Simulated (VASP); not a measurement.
Input of a VASP 6.6.1 run:

Contents of INCAR:

```
SYSTEM = Pd
PREC = Accurate
ENCUT = 520
EDIFF = 1E-8
ISMEAR = -1
SIGMA = 0.08
LREAL = .False.
LASPH = .True.
NELM = 80
ALGO = Normal
ISIF = 2
LWAVE = .False.
LCHARG = .False.
GGA = PE
LEFG = .True.
NBANDS = 17
```

Contents of KPOINTS:

```
regular mesh
0
Gamma
  15 15 8
  0 0 0
```

POSCAR

```
Pd
1.0
    2.7925160338      0.0000000000      0.0000000000
   -1.3962580169      2.4183898257      0.0000000000
    0.0000000000      0.0000000000      4.6569462692
Pd
2
Direct
    0.3333333333      0.6666666667      0.2500000000
    0.6666666667      0.3333333333      0.7500000000
```

Potentials or basis: VASP PAW PBE potentials, release 64 (Pd).

Run with:

```bash
$ cat potpaw_PBE.64/Pd/POTCAR > POTCAR
$ mpirun -np 1 vasp_std > vasp.out
```

**Question.** What does it give for the band gap on the k mesh?

**Answer.** Zero (band 10 reaches 8.91 eV, above the bottom of band 11 at 8.10 eV).

**Question.** Estimate the pressure.

**Answer.** -3.3 GPa.

Electric field gradients, principal values (V/Å²):
| atom | least | middle | greatest (by size) |
| --- | --- | --- | --- |
| 1 Pd | 5.646 | 5.648 | -11.294 |
| 2 Pd | 5.646 | 5.648 | -11.294 |

Caveat: without QUAD_EFG the Cq values of the log hold for a quadrupole moment of 1 mb, not for the nuclei.
